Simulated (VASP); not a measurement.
# Nd3Si2I (P-3m1) in VASP: further runs, part 2 of 2

VASP 6.6.1. Earlier steps stand in the parts before.

### 4 Single point, PBE

This run uses another cell than the first one: it holds 12 atoms, not 6.

File INCAR:

```
PREC     = Accurate       # precision mode
ENCUT    = 500            # plane-wave cutoff, eV
EDIFF    = 1E-6           # SCF threshold, eV
ISMEAR   = 0              # smearing method
SIGMA    = 0.2            # smearing width, eV
LREAL    = False          # projectors in reciprocal space
LASPH    = True           # aspherical terms in the spheres
NELM     = 200            # most SCF steps
ALGO     = Normal         # electronic algorithm
ISIF     = 2              # what is computed and relaxed
LWAVE    = False          # write WAVECAR
LCHARG   = False          # write CHGCAR
GGA      = PE             # functional
NBANDS   = 60             # bands
GGA_COMPAT= False        
LMAXMIX  = 6              # l up to which the mixer works
```

File KPOINTS:

```
regular mesh
0
Gamma
  6 6 1
```

File POSCAR:

```
Nd3Si2I
1.0
    4.3120375403      0.0000000000      0.0000000000
   -2.1560187702      3.7343340520      0.0000000000
    0.0000000000      0.0000000000     22.4650557511
Nd Si I
6 4 2
Direct
    0.3333333333      0.6666666667      0.1044608094
    0.3333333333      0.6666666667      0.6044608094
    0.0000000000      0.0000000000      0.2500000000
    0.0000000000      0.0000000000      0.7500000000
    0.6666666667      0.3333333333      0.3955391906
    0.6666666667      0.3333333333      0.8955391906
    0.3333333333      0.6666666667      0.3289725542
    0.3333333333      0.6666666667      0.8289725542
    0.6666666667      0.3333333333      0.1710274458
    0.6666666667      0.3333333333      0.6710274458
    0.0000000000      0.0000000000      0.5000000000
    0.0000000000      0.0000000000      0.0000000000
```

Command:

```bash
$ cat potpaw_PBE.64/Nd_3/POTCAR potpaw_PBE.64/Si/POTCAR potpaw_PBE.64/I/POTCAR > POTCAR
$ mpirun -np 1 vasp_std > vasp.out
```

Run time: 3.7 min. Hardware: 1 thread of Intel Xeon Platinum 8259CL at 2.50GHz (Skylake/Cascade Lake), shared host; peak memory 0.48 GiB.

Results (log left out):

```
Free energy            : -62.7967 eV
Pressure               : 0.2 GPa
Largest force          : 0.018 eV/Å
Band gap on the k mesh : zero (bands 48 and 49 overlap by 0.21 eV)
```

Forces on the atoms (eV/Å):
```
Nd   0.000  0.000 -0.018
Nd   0.000  0.000 -0.018
Nd   0.000  0.000  0.000
Nd   0.000  0.000  0.000
Nd   0.000  0.000  0.018
Nd   0.000  0.000  0.018
Si   0.000  0.000 -0.016
Si   0.000  0.000 -0.016
Si   0.000  0.000  0.016
Si   0.000  0.000  0.016
I    0.000  0.000  0.000
I    0.000  0.000  0.000
```

Stress tensor (GPa, compression positive):
```
0.14 0.00 0.00
0.00 0.14 0.00
0.00 0.00 0.24
```

Levels at points of the mesh, in eV from the Fermi level:
```csv
k point,band 44,band 45,band 46,band 47,band 48,band 49,band 50,band 51,band 52,band 53
"(0.00, 0.00, 0.00)",-0.41,-0.26,-0.26,0.12,0.12,1.10,1.19,1.19,1.30,1.38
"(0.50, 0.00, 0.00)",-0.76,-0.65,-0.64,-0.39,-0.15,-0.09,0.12,1.31,1.76,1.84
```

Caveat: spin-orbit coupling is left out, which moves the levels of the heavy elements; the 4f electrons are frozen in the core, so they carry no moment and show no levels; the run has no spin polarisation, though such a crystal can be magnetic. Spin polarisation is off, so any magnetic state and its effect on volume and gap are missing.

### 5 Single point, PBE (26.53 Å³/atom)

This run uses another cell than the first one, of 26.53 Å³/atom.

File INCAR:

```
PREC = Accurate
ENCUT = 500
EDIFF = 1E-6
ISMEAR = 0
SIGMA = 0.1
LREAL = False
LASPH = True
NELM = 200
ALGO = Normal
ISIF = 2
LWAVE = False
LCHARG = False
GGA = PE
NBANDS = 33
GGA_COMPAT = False
LMAXMIX = 6
```

File KPOINTS:

```
regular mesh
0
Gamma
  12 12 4
```

File POSCAR:

```
Nd3Si2I
1.0
    4.1424072054      0.0000000000      0.0000000000
   -2.0712036027      3.5874298727      0.0000000000
    0.0000000000      0.0000000000     10.7107446701
Nd Si I
3 2 1
Direct
    0.3333333333      0.6666666667      0.1990027604
    0.0000000000      0.0000000000      0.5000000000
    0.6666666667      0.3333333333      0.8009972396
    0.3333333333      0.6666666667      0.6582117820
    0.6666666667      0.3333333333      0.3417882180
    0.0000000000      0.0000000000      0.0000000000
```

Potentials or basis: VASP PAW PBE potentials, release 64 (Nd_3, Si, I), 4f in core.

Command:

```bash
$ cat potpaw_PBE.64/Nd_3/POTCAR potpaw_PBE.64/Si/POTCAR potpaw_PBE.64/I/POTCAR > POTCAR
$ mpirun -np 1 vasp_std > vasp.out
```

OUTCAR:

```text
PREC = Accurate
   ENCUT = 500
   EDIFF = 1E-6
   ISMEAR = 0
   LREAL = False
   LASPH = True
   NELM = 200
   ISIF = 2
   GGA = PE

 ion  position               nearest neighbor table
   1  0.333  0.667  0.199-   5 2.84   5 2.84   5 2.84   6 3.20   6 3.20   6 3.20
   2  0.000  0.000  0.500-   4 2.93   5 2.93   5 2.93   4 2.93   5 2.93   4 2.93
   3  0.667  0.333  0.801-   4 2.84   4 2.84   4 2.84   6 3.20   6 3.20   6 3.20
   4  0.333  0.667  0.658-   3 2.84   3 2.84   3 2.84   2 2.93   2 2.93   2 2.93
   5  0.667  0.333  0.342-   1 2.84   1 2.84   1 2.84   2 2.93   2 2.93   2 2.93
   6  0.000  0.000  0.000-   1 3.20   3 3.20   3 3.20   1 3.20   3 3.20   1 3.20

  LATTYP: Found a hexagonal cell.
 ALAT       =     4.1424072054
 C/A-ratio  =     2.5856329760

  Lattice vectors:

 A1 = (   4.1424072054,   0.0000000000,   0.0000000000)
 A2 = (  -2.0712036027,   3.5874298727,   0.0000000000)
 A3 = (   0.0000000000,   0.0000000000,  10.7107446701)

Analysis of symmetry for initial positions (statically):
=====================================================================
 Subroutine PRICEL returns:
 Original cell was already a primitive cell.

 Routine SETGRP: Setting up the symmetry group for a
 hexagonal supercell.

 Subroutine GETGRP returns: Found 12 space group operations
 (whereof 12 operations were pure point group operations)
 out of a pool of 24 trial point group operations.

The static configuration has the point symmetry D_3d.

Analysis of symmetry for dynamics (positions and initial velocities):
=====================================================================
 Subroutine PRICEL returns:
 Original cell was already a primitive cell.

 Routine SETGRP: Setting up the symmetry group for a
 hexagonal supercell.

 Subroutine GETGRP returns: Found 12 space group operations
 (whereof 12 operations were pure point group operations)
 out of a pool of 24 trial point group operations.
[... 129 lines left out ...]
     AMIX_MAG =   1.60;   BMIX_MAG =  1.00
  volume/ion in A,a.u.               =      26.53       179.02
  Fermi-wavevector in a.u.,A,eV,Ry     =   1.097834  2.074605 16.398274  1.205239
  Thomas-Fermi vector in A             =   2.234201
   LORBIT       =      0    0 simple, 1 ext, 2 COOP (PROOUT), +10 PAW based schemes
   GGA     = PE    functional components
   LHFCALC =     F    Hartree Fock is set to
   AEXX    =    0.0000 exact exchange contribution
   IVDW    =     0    specifies the selected vdW correction
   LEPSILON=     F    determine dielectric tensor
   LRPA    =     F    only Hartree local field effects (RPA)
 non-spin polarized calculation
 Gauss-broadening in eV      SIGMA  =   0.10
  energy-cutoff  :      500.00
  volume of cell :      159.17
 maximum number of plane-waves:      4071
   NGX = 15   NGY = 15   NGZ = 39

 number of electron      48.0000003 magnetization

 Free energy of the ion-electron system (eV)
  ---------------------------------------------------
  ext. energy  EPLUGINS =         0.00000000
  ---------------------------------------------------
  free energy    TOTEN  =       -30.93087926 eV

  energy without entropy =      -30.92337041  energy(sigma->0) =      -30.92712484

 E-fermi :   5.1972     XC(G=0): -10.0205

 val. band max:        5.1657281650   @ k =   0.0000   0.3333   0.2500
 cond. band min:       5.2165053104   @ k =   0.0000   0.0000   0.2500
 fundamental gap:      0.0507771454
 Fermi energy:         5.1972496966

 k-point     1 :       0.0000    0.0000    0.0000
  band No.  band energies     occupation
      1     -32.4179      2.00000
      2     -32.4153      2.00000
      3     -31.3877      2.00000
      4     -13.9509      2.00000
      5     -13.7890      2.00000
      6     -13.4919      2.00000
[... 853 lines left out ...]
     32       8.2175      0.00000
     33       8.3437      0.00000

 [... further k-points ...]

------------------------ aborting loop because EDIFF is reached ----------------------------------------

  FORCE on cell =-STRESS in cart. coord.  units (eV):
  Direction    XX          YY          ZZ          XY          YZ          ZX
  --------------------------------------------------------------------------------------
  -------------------------------------------------------------------------------------
  Total        7.5428194      7.5428194      7.4807226     -0.0000000     -0.0000000      0.0000000
  in kB       75.9256318     75.9256318     75.3005689     -0.0000000     -0.0000000      0.0000000
  external PRESSURE =      75.7172775 kB  Pullay stress =       0.0000000 kB

 VOLUME and BASIS-vectors are now :
 -----------------------------------------------------------------------------
  energy-cutoff  :      500.00
  volume of cell :      159.17
      direct lattice vectors                 reciprocal lattice vectors
     4.142407205  0.000000000  0.000000000     0.241405528  0.139375547  0.000000000
    -2.071203603  3.587429873  0.000000000     0.000000000  0.278751094  0.000000000
     0.000000000  0.000000000 10.710744670     0.000000000  0.000000000  0.093364190

 POSITION                                       TOTAL-FORCE (eV/Angst)
 -----------------------------------------------------------------------------------
     -0.00000      2.39162      2.13147        -0.000000      0.000000     -0.005222
      0.00000      0.00000      5.35537        -0.000000      0.000000      0.000000
      2.07120      1.19581      8.57928         0.000000     -0.000000      0.005222
     -0.00000      2.39162      7.04994         0.000000     -0.000000      0.014315
      2.07120      1.19581      3.66081        -0.000000      0.000000     -0.014315
      0.00000      0.00000      0.00000        -0.000000      0.000000      0.000000
 -----------------------------------------------------------------------------------
    total drift:                               -0.000000      0.000000      0.000000

  FREE ENERGIE OF THE ION-ELECTRON SYSTEM (eV)
  ---------------------------------------------------
  free  energy   TOTEN  =       -30.9308792641 eV

  energy  without entropy=      -30.9233704102  energy(sigma->0) =      -30.92712484
```

OSZICAR:

```text
N       E                     dE             d eps       ncg     rms          rms(c)
DAV:   1     0.338414913144E+03    0.33841E+03   -0.20910E+04  4554   0.127E+03
DAV:   2    -0.974518594250E+01   -0.34816E+03   -0.33439E+03  5248   0.313E+02
DAV:   3    -0.324382750819E+02   -0.22693E+02   -0.22356E+02  7330   0.645E+01
DAV:   4    -0.339866356603E+02   -0.15484E+01   -0.15442E+01  7018   0.151E+01
DAV:   5    -0.340314344802E+02   -0.44799E-01   -0.44792E-01  6652   0.248E+00    0.113E+01
DAV:   6    -0.312338290647E+02    0.27976E+01   -0.47597E+00  5546   0.112E+01    0.664E+00
DAV:   7    -0.309692109923E+02    0.26462E+00   -0.26045E+00  6035   0.584E+00    0.262E+00
DAV:   8    -0.309394757402E+02    0.29735E-01   -0.21310E-01  5881   0.187E+00    0.151E+00
DAV:   9    -0.309322824729E+02    0.71933E-02   -0.52123E-02  6210   0.103E+00    0.354E-01
DAV:  10    -0.309308194836E+02    0.14630E-02   -0.12241E-02  6674   0.499E-01    0.135E-01
DAV:  11    -0.309307885005E+02    0.30983E-04   -0.20240E-03  5603   0.197E-01    0.108E-01
DAV:  12    -0.309308891077E+02   -0.10061E-03   -0.36391E-04  6153   0.824E-02    0.237E-02
DAV:  13    -0.309308784862E+02    0.10621E-04   -0.47629E-05  5899   0.319E-02    0.596E-03
DAV:  14    -0.309308792641E+02   -0.77789E-06   -0.78284E-06  5649   0.120E-02
   1 F= -.30930879E+02 E0= -.30927125E+02  d E =-.750885E-02
```

stdout:

```text
POSCAR found type information on POSCAR NdSiI
 POSCAR found :  3 types and       6 ions
 scaLAPACK will be used
 LDA part: xc-table for (Slater+PW92), standard interpolation
 POSCAR, INCAR and KPOINTS ok, starting setup
 FFT: planning ... GRIDC
 FFT: planning ... GRID_SOFT
 FFT: planning ... GRID
 WAVECAR not read
 entering main loop
```

Run time: 4.9 min. Hardware: 1 thread of Intel Xeon Platinum 8259CL at 2.50GHz (Skylake/Cascade Lake), shared host; peak memory 0.46 GiB.

What came out:

* Free energy: -30.9309 eV
* Pressure: 7.6 GPa
* Largest force: 0.014 eV/Å
* Band gap on the k mesh: zero (bands 24 and 25 overlap by 0.40 eV)

Forces in eV/Å, atoms in the order of the input:
```
Nd   0.000  0.000 -0.005
Nd   0.000  0.000  0.000
Nd   0.000  0.000  0.005
Si   0.000  0.000  0.014
Si   0.000  0.000 -0.014
I    0.000  0.000  0.000
```

Caveat: the cell stands under pressure; spin-orbit coupling is left out, which moves the levels of the heavy elements; the 4f electrons are frozen in the core, so they carry no moment and show no levels; the run has no spin polarisation, though such a crystal can be magnetic. Spin polarisation is off, so any magnetic state and its effect on volume and gap are missing.

### 6 Overview

| task | cell | k mesh | smearing | gap on the mesh (eV) | pressure (GPa) | largest force (eV/Å) |
| --- | --- | --- | --- | --- | --- | --- |
| relaxation of cell and atoms | relaxed from a = 4.017, b = 4.017, c = 10.305 Å, angles 90.0, 90.0, 120.0°, 6 atoms, atomic positions A | 4 × 4 × 2 | gaussian 0.15 eV | none | -0.2 | 0.07 |
| single point | a = 5.479, b = 5.479, c = 6.163 Å, angles 90.0, 90.0, 120.0°, 6 atoms, atomic positions B | 6 × 6 × 6 | gaussian 0.1 eV | none | 0.1 | 0.01 |
| single point | a = 4.312, b = 4.312, c = 22.465 Å, angles 90.0, 90.0, 120.0°, 12 atoms, atomic positions C | 6 × 6 × 1 | gaussian 0.2 eV | none | 0.2 | 0.02 |
| single point | a = 4.142, b = 4.142, c = 10.711 Å, angles 90.0, 90.0, 120.0°, 6 atoms, atomic positions D | 12 × 12 × 4 | gaussian 0.1 eV | none | 7.6 | 0.01 |

Alike in all rows: level PBE; potentials or basis VASP PAW PBE potentials, release 64 (Nd_3, Si, I), 4f in core; no spin polarisation; cutoff (eV) 500.

Caveats: some runs use coarse meshes; spin-orbit coupling is left out, which moves the levels of the heavy elements; the 4f electrons are frozen in the core, so they carry no moment and show no levels; the run has no spin polarisation, though such a crystal can be magnetic; the volume moved by over 15 % at a fixed basis, so the end points are rough (at least some runs); the relaxation stopped at a loose force limit of 0.08 eV/Å, so its end isn't a converged minimum (at least some runs); the cell stands under pressure (at least some runs).

Total energies depend on the potentials used, so only differences within one code and one set of settings carry meaning.

The gap in the log of VASP goes by the Fermi energy; the results here count the filled bands.